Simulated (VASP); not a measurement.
# Mg3CdTe4 (P-4m2) in VASP: notebook

Mg3CdTe4 is run at these levels: PBE; tasks: relaxation of shape and atoms at fixed volume.

All numbers are computed with VASP 6.6.1; they aren't measurements. Logs are shortened: lines on timing, memory, paths and dates and some standing lists are left out, and cuts for length are marked.

### Step 1. The cell of the first run

It takes space group P-4m2 (No. 115, tetragonal). The conventional cell has a = 4.678 Å, b = 4.678 Å, c = 13.148 Å, α = 90.00°, β = 90.00°, γ = 90.00°. Mg (site symmetry 2mm) has 4 Te at 2.84 to 2.85 Å within 3.7 Å. Within 3.8 Å of Mg (site symmetry -4m2) lie 4 Te at 2.85 Å. Cd (site symmetry -4m2) has 4 Te at 2.89 Å within 3.8 Å. Within 3.8 Å of Te (site symmetry 2mm) lie 4 Mg at 2.85 Å. Te (site symmetry 2mm) has 2 Mg at 2.84 Å and 2 Cd at 2.89 Å within 3.7 Å.

### Step 2. Relaxation of shape and atoms at fixed volume, PBE (35.96 Å³/atom)

The input, INCAR:

```
SYSTEM = Mg3CdTe4
PREC = Accurate
ENCUT = 600
EDIFF = 1E-7
ISMEAR = 0
SIGMA = 0.02
LREAL = .FALSE.
LASPH = .TRUE.
NELM = 100
ALGO = Normal
ISIF = 4
LWAVE = .FALSE.
LCHARG = .FALSE.
GGA = PE
IBRION = 2
NSW = 50
EDIFFG = -0.01
```

The input, KPOINTS:

```
Automatic mesh
0
G
  6 6 2
  0 0 0
```

The input, POSCAR:

```
Mg3CdTe4
1.0
    4.6776613787      0.0000000000      0.0000000000
    0.0000000000      4.6776613787      0.0000000000
    0.0000000000      0.0000000000     13.1484124057
Mg Cd Te
3 1 4
Direct
    0.5000000000      0.5000000000      0.2521660000
    0.0000000000      0.0000000000      0.5000000000
    0.5000000000      0.5000000000      0.7478340000
    0.0000000000      0.0000000000      0.0000000000
    0.5000000000      0.0000000000      0.3760710000
    0.0000000000      0.5000000000      0.6239290000
    0.5000000000      0.0000000000      0.8709410000
    0.0000000000      0.5000000000      0.1290590000
```

Potentials or basis: VASP PAW PBE potentials, release 64 (Mg, Cd, Te).

Run with:

```
$ cat potpaw_PBE.64/Mg/POTCAR potpaw_PBE.64/Cd/POTCAR potpaw_PBE.64/Te/POTCAR > POTCAR
$ mpirun -np 1 vasp_std > vasp.out
```

OUTCAR:

```text
SYSTEM = Mg3CdTe4
   PREC = Accurate
   ENCUT = 600
   EDIFF = 1E-7
   ISMEAR = 0
   LREAL = .FALSE.
   LASPH = .TRUE.
   NELM = 100
   ISIF = 4
   GGA = PE
   IBRION = 2
   NSW = 50
   EDIFFG = -0.01

 ion  position               nearest neighbor table
   1  0.500  0.500  0.252-   8 2.84   8 2.84   5 2.85   5 2.85
   2  0.000  0.000  0.500-   5 2.85   6 2.85   6 2.85   5 2.85
   3  0.500  0.500  0.748-   7 2.84   7 2.84   6 2.85   6 2.85
   4  0.000  0.000  0.000-   7 2.89   8 2.89   8 2.89   7 2.89
   5  0.500  0.000  0.376-   1 2.85   1 2.85   2 2.85   2 2.85
   6  0.000  0.500  0.624-   3 2.85   3 2.85   2 2.85   2 2.85
   7  0.500  0.000  0.871-   3 2.84   3 2.84   4 2.89   4 2.89
   8  0.000  0.500  0.129-   1 2.84   1 2.84   4 2.89   4 2.89

  LATTYP: Found a simple tetragonal cell.
 ALAT       =     4.6776613787
 C/A-ratio  =     2.8108944494

  Lattice vectors:

 A1 = (   4.6776613787,   0.0000000000,   0.0000000000)
 A2 = (   0.0000000000,   4.6776613787,   0.0000000000)
 A3 = (   0.0000000000,   0.0000000000,  13.1484124057)

Analysis of symmetry for initial positions (statically):
=====================================================================
 Subroutine PRICEL returns:
 Original cell was already a primitive cell.

 Routine SETGRP: Setting up the symmetry group for a
 simple tetragonal supercell.

 Subroutine GETGRP returns: Found  8 space group operations
 (whereof  8 operations were pure point group operations)
 out of a pool of 16 trial point group operations.

The static configuration has the point symmetry D_2d.

Analysis of symmetry for dynamics (positions and initial velocities):
=====================================================================
 Subroutine PRICEL returns:
 Original cell was already a primitive cell.

 Routine SETGRP: Setting up the symmetry group for a
 simple tetragonal supercell.

 Subroutine GETGRP returns: Found  8 space group operations
 (whereof  8 operations were pure point group operations)
 out of a pool of 16 trial point group operations.

The dynamic configuration has the point symmetry D_2d.

 Subroutine INISYM returns: Found  8 space group operations
 (whereof  8 operations are pure point group operations),
 and found     1 'primitive' translations

----------------------------------------------------------------------------------------

                                     Primitive cell

  volume of cell :     287.6940

  direct lattice vectors                    reciprocal lattice vectors
     4.677661379  0.000000000  0.000000000     0.213782042  0.000000000  0.000000000
     0.000000000  4.677661379  0.000000000     0.000000000  0.213782042  0.000000000
     0.000000000  0.000000000 13.148412406     0.000000000  0.000000000  0.076054809

  length of vectors
     4.677661379  4.677661379 13.148412406     0.213782042  0.213782042  0.076054809

  position of ions in fractional coordinates (direct lattice)
     0.500000000  0.500000000  0.252166000
     0.000000000  0.000000000  0.500000000
     0.500000000  0.500000000  0.747834000
     0.000000000  0.000000000  0.000000000
     0.500000000  0.000000000  0.376071000
     0.000000000  0.500000000  0.623929000
     0.500000000  0.000000000  0.870941000
     0.000000000  0.500000000  0.129059000

  ion indices of the primitive-cell ions
   primitive index   ion index
                 1           1
                 2           2
                 3           3
                 4           4
                 5           5
                 6           6
                 7           7
                 8           8

----------------------------------------------------------------------------------------

 KPOINTS: Automatic mesh

Automatic generation of k-mesh.
 Grid dimensions read from file:
 generate k-points for:    6    6    2

 Generating k-lattice:

  Cartesian coordinates                     Fractional coordinates (reciprocal lattice)
     0.035630340  0.000000000  0.000000000     0.166666667  0.000000000  0.000000000
     0.000000000  0.035630340  0.000000000     0.000000000  0.166666667  0.000000000
     0.000000000  0.000000000  0.038027405     0.000000000  0.000000000  0.500000000

  Length of vectors
     0.035630340  0.035630340  0.038027405

  Shift w.r.t. Gamma in fractional coordinates (k-lattice)
     0.000000000  0.000000000  0.000000000

 Subroutine IBZKPT returns following result:
 ===========================================

 Found     20 irreducible k-points:

 Following reciprocal coordinates:
            Coordinates               Weight
  0.000000  0.000000  0.000000      1.000000
  0.166667  0.000000  0.000000      4.000000
  0.333333  0.000000  0.000000      4.000000
  0.500000  0.000000  0.000000      2.000000
  0.166667  0.166667  0.000000      4.000000
  0.333333  0.166667  0.000000      8.000000
[... 12 lines left out ...]
  0.500000  0.333333  0.500000      4.000000
  0.500000  0.500000  0.500000      1.000000
   k-points           NKPTS =     20   k-points in BZ     NKDIM =     20   number of bands    NBANDS=     26
   number of dos      NEDOS =    301   number of ions     NIONS =      8
   total plane-waves  NPLWV = 172800
   dimension x,y,z NGX =    40 NGY =   40 NGZ =  108
   dimension x,y,z NGXF=    80 NGYF=   80 NGZF=  216
   ions per type =               3   1   4
   NGX,Y,Z   is equivalent  to a cutoff of  14.22, 14.22, 13.66 a.u.
   NGXF,Y,Z  is equivalent  to a cutoff of  28.43, 28.43, 27.31 a.u.
 SYSTEM =  Mg3CdTe4
   PREC   = accura    normal or accurate (medium, high low for compatibility)
   ISTART =      0    job   : 0-new  1-cont  2-samecut
   ICHARG =      2    charge: 1-file 2-atom 10-const
   ISPIN  =      1    spin polarized calculation?
   LNONCOLLINEAR =      F non collinear calculations
   LSORBIT =      F    spin-orbit coupling
   LASPH  =      T    aspherical Exc in radial PAW
   ENCUT  =  600.0 eV  44.10 Ry    6.64 a.u.   9.34  9.34 26.26*2*pi/ulx,y,z
   NELM   =    100;   NELMIN=  2; NELMDL= -5     # of ELM steps
   EDIFF  = 0.1E-06   stopping-criterion for ELM
   LREAL  =      F    real-space projection
   EDIFFG = -.1E-01   stopping-criterion for IOM
   NSW    =     50    number of steps for IOM
   IBRION =      2    ionic relax: 0-MD 1-quasi-New 2-CG
   NFREE  =      1    steps in history (QN), initial steepest desc. (CG)
   ISIF   =      4    stress and relaxation
   ISYM   =      2    0-nonsym 1-usesym 2-fastsym
   POTIM  = 0.5000    time-step for ionic-motion
   TEBEG  =    0.0;   TEEND  =   0.0 temperature during run
   PSTRESS=    0.0 pullay stress
   NELECT =      42.0000    total number of electrons
   NUPDOWN=      -1.0000    fix difference up-down
   EMIN   =  10.00;   EMAX   =-10.00  energy-range for DOS
   EFERMI =   0.00;   METHOD = LEGACY
   ISMEAR =     0;   SIGMA  =   0.02  broadening in eV -4-tet -1-fermi 0-gaus
   EFERMI_NEDOS =   21; number of points for ismear=-14 and -15
   IALGO  =     38    algorithm
   IMIX   =      4    mixing-type and parameters
     AMIX     =   0.40;   BMIX     =  1.00
     AMIX_MAG =   1.60;   BMIX_MAG =  1.00
  volume/ion in A,a.u.               =      35.96       242.68
  Fermi-wavevector in a.u.,A,eV,Ry     =   0.862014  1.628970 10.110055  0.743068
  Thomas-Fermi vector in A             =   1.979753
   LORBIT       =      0    0 simple, 1 ext, 2 COOP (PROOUT), +10 PAW based schemes
   GGA     = PE    functional components
   LHFCALC =     F    Hartree Fock is set to
   AEXX    =    0.0000 exact exchange contribution
   IVDW    =     0    specifies the selected vdW correction
   LEPSILON=     F    determine dielectric tensor
   LRPA    =     F    only Hartree local field effects (RPA)
 conjugate gradient relaxation of ions
 non-spin polarized calculation
 Gauss-broadening in eV      SIGMA  =   0.02
  energy-cutoff  :      600.00
  volume of cell :      287.69
 maximum number of plane-waves:      9681
 NGX is ok and might be reduce to    40
   NGX = 19   NGY = 19   NGZ = 53

 number of electron      42.0000002 magnetization

 Free energy of the ion-electron system (eV)
  ---------------------------------------------------
  ext. energy  EPLUGINS =         0.00000000
  ---------------------------------------------------
  free energy    TOTEN  =       -23.98336054 eV

  energy without entropy =      -23.98336054  energy(sigma->0) =      -23.98336054

 E-fermi :   1.6619     XC(G=0):  -7.7924

 val. band max:        1.5598263097   @ k =   0.0000   0.0000   0.0000
 cond. band min:       3.2222482985   @ k =   0.0000   0.0000   0.0000
 fundamental gap:      1.6624219888
 Fermi energy:         1.6618672159

 k-point     1 :       0.0000    0.0000    0.0000
  band No.  band energies     occupation
      1      -8.6629      2.00000
      2      -8.4200      2.00000
      3      -8.3261      2.00000
      4      -8.0000      2.00000
      5      -6.0711      2.00000
      6      -6.0711      2.00000
[... 18 lines left out ...]
     25       5.1500      0.00000
     26       5.3251      0.00000

 k-point     2 :       0.1667    0.0000    0.0000
  band No.  band energies     occupation
      1      -8.5940      2.00000
      2      -8.3832      2.00000
      3      -8.2848      2.00000
      4      -7.9975      2.00000
      5      -6.0694      2.00000
      6      -6.0494      2.00000
[... 18 lines left out ...]
     25       5.2616      0.00000
     26       5.6069      0.00000

 k-point     3 :       0.3333    0.0000    0.0000
  band No.  band energies     occupation
      1      -8.4311      2.00000
      2      -8.3097      2.00000
      3      -8.1919      2.00000
      4      -8.0173      2.00000
      5      -6.0660      2.00000
      6      -6.0012      2.00000
[... 18 lines left out ...]
     25       5.2091      0.00000
     26       6.5198      0.00000

 k-point     4 :       0.5000    0.0000    0.0000
  band No.  band energies     occupation
      1      -8.3221      2.00000
      2      -8.2789      2.00000
      3      -8.0944      2.00000
      4      -8.0943      2.00000
      5      -6.0643      2.00000
      6      -5.9836      2.00000
[... 18 lines left out ...]
     25       5.5381      0.00000
     26       6.8524      0.00000

 k-point     5 :       0.1667    0.1667    0.0000
  band No.  band energies     occupation
      1      -8.5296      2.00000
      2      -8.3480      2.00000
      3      -8.2435      2.00000
      4      -7.9892      2.00000
      5      -6.0667      2.00000
      6      -6.0229      2.00000
[... 18 lines left out ...]
     25       5.6773      0.00000
     26       5.9239      0.00000

 k-point     6 :       0.3333    0.1667    0.0000
  band No.  band energies     occupation
      1      -8.3811      2.00000
      2      -8.2786      2.00000
      3      -8.1490      2.00000
      4      -7.9926      2.00000
      5      -6.0565      2.00000
      6      -5.9766      2.00000
[... 311 lines left out ...]
 k-point    17 :       0.5000    0.1667    0.5000
  band No.  band energies     occupation
      1      -8.2856      2.00000
      2      -8.2514      2.00000
      3      -8.0524      2.00000
      4      -8.0522      2.00000
      5      -6.0518      2.00000
      6      -5.9632      2.00000
[... 18 lines left out ...]
     25       5.3423      0.00000
     26       6.3554      0.00000

 k-point    18 :       0.3333    0.3333    0.5000
  band No.  band energies     occupation
      1      -8.2697      2.00000
      2      -8.2249      2.00000
      3      -8.0465      2.00000
      4      -7.9529      2.00000
      5      -6.0313      2.00000
      6      -5.9610      2.00000
[... 18 lines left out ...]
     25       5.4742      0.00000
     26       5.6215      0.00000

 k-point    19 :       0.5000    0.3333    0.5000
  band No.  band energies     occupation
      1      -8.2100      2.00000
      2      -8.1972      2.00000
      3      -7.9639      2.00000
      4      -7.9638      2.00000
      5      -6.0185      2.00000
      6      -5.9681      2.00000
[... 18 lines left out ...]
     25       5.1156      0.00000
     26       5.7104      0.00000

 k-point    20 :       0.5000    0.5000    0.5000
  band No.  band energies     occupation
      1      -8.1706      2.00000
      2      -8.1706      2.00000
      3      -7.9173      2.00000
      4      -7.9173      2.00000
      5      -6.0000      2.00000
      6      -5.9765      2.00000
[... 18 lines left out ...]
     25       5.1553      0.00000
     26       5.1553      0.00000

------------------------ aborting loop because EDIFF is reached ----------------------------------------

  FORCE on cell =-STRESS in cart. coord.  units (eV):
  Direction    XX          YY          ZZ          XY          YZ          ZX
  --------------------------------------------------------------------------------------
  -------------------------------------------------------------------------------------
  Total       -1.7520687     -1.7520687     -1.6702448      0.0000000      0.0000000      0.0000000
  in kB       -9.7573264     -9.7573264     -9.3016465      0.0000000      0.0000000      0.0000000
  external PRESSURE =      -9.6054331 kB  Pullay stress =       0.0000000 kB

 VOLUME and BASIS-vectors are now :
 -----------------------------------------------------------------------------
  energy-cutoff  :      600.00
  volume of cell :      287.69
      direct lattice vectors                 reciprocal lattice vectors
     4.677661379  0.000000000  0.000000000     0.213782042  0.000000000  0.000000000
     0.000000000  4.677661379  0.000000000     0.000000000  0.213782042  0.000000000
     0.000000000  0.000000000 13.148412406     0.000000000  0.000000000  0.076054809

 POSITION                                       TOTAL-FORCE (eV/Angst)
 -----------------------------------------------------------------------------------
      2.33883      2.33883      3.31558        -0.000000      0.000000      0.000248
      0.00000      0.00000      6.57421        -0.000000     -0.000000      0.000000
      2.33883      2.33883      9.83283        -0.000000     -0.000000     -0.000248
      0.00000      0.00000      0.00000         0.000000     -0.000000      0.000000
      2.33883      0.00000      4.94474        -0.000000     -0.000000      0.000431
      0.00000      2.33883      8.20368        -0.000000     -0.000000     -0.000431
      2.33883      0.00000     11.45149        -0.000000     -0.000000     -0.004035
      0.00000      2.33883      1.69692        -0.000000      0.000000      0.004035
 -----------------------------------------------------------------------------------
    total drift:                                0.000000      0.000000      0.000000

  FREE ENERGIE OF THE ION-ELECTRON SYSTEM (eV)
  ---------------------------------------------------
  free  energy   TOTEN  =       -23.9833605359 eV

  energy  without entropy=      -23.9833605359  energy(sigma->0) =      -23.98336054

 reached required accuracy - stopping structural energy minimisation
```

Wall time 1.9 min (1 thread of Intel Xeon 6975P-C (Granite Rapids), shared host); peak memory 0.54 GiB.

Results:

```yaml
Free_energy: -23.9834 eV
Pressure_after_relaxing: -1.0 GPa
Largest_force_after_relaxing: 0.004 eV/Å
Band_gap_on_the_k_mesh: 1.66 eV
```

Forces in eV/Å, atoms in the order of the input:
```
Mg   0.000  0.000  0.000
Mg   0.000  0.000  0.000
Mg   0.000  0.000  0.000
Cd   0.000  0.000  0.000
Te   0.000  0.000  0.000
Te   0.000  0.000  0.000
Te   0.000  0.000 -0.004
Te   0.000  0.000  0.004
```

Final structure:
```
CELL_PARAMETERS angstrom
4.67766 0.00000 0.00000
0.00000 4.67766 0.00000
0.00000 0.00000 13.14841
ATOMIC_POSITIONS crystal
Mg 0.50000 0.50000 0.25217
Mg 0.00000 0.00000 0.50000
Mg 0.50000 0.50000 0.74783
Cd 0.00000 0.00000 0.00000
Te 0.50000 0.00000 0.37607
Te 0.00000 0.50000 0.62393
Te 0.50000 0.00000 0.87094
Te 0.00000 0.50000 0.12906
```

Caveat: the relaxation stopped at its first step, so nothing moved; spin-orbit coupling is left out, which moves the levels of the heavy elements.

(Part 1 of 2 ends here.)
